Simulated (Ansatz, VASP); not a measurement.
## BP in VASP and in Ansatz

```
B P
1.0
     0.00000    2.23833    2.23833
     2.23833    0.00000    2.23833
     2.23833    2.23833    0.00000
B P
1 1
Direct
  0.00000 0.00000 0.00000
  0.75000 0.75000 0.75000
```

Change from the starting cell: volume scaled by 0.96, PAW files.

Alike in both runs: task electric field gradients; functional LDA; k mesh 12 × 12 × 12; occupations fermi-dirac, width 0.08 eV; no spin polarisation.

```csv
,VASP,Ansatz
version,VASP 6.6.1,Ansatz 0.2.0
potentials or method,"VASP PAW LDA potentials, release 64 (B, P)","PAW with Ansatz's default frozen-core files, scalar-relativistic"
plane-wave cutoff (eV),520,420
valence electrons in the cell,8,8
```

VASP gave:

- pressure (GPa): 1.5

Question: Estimate Ansatz's values.

Answer: Pressure (GPa): 1.6.

LDA's correlation is that of Perdew and Zunger in VASP and of Perdew and Wang (1992) in Ansatz.
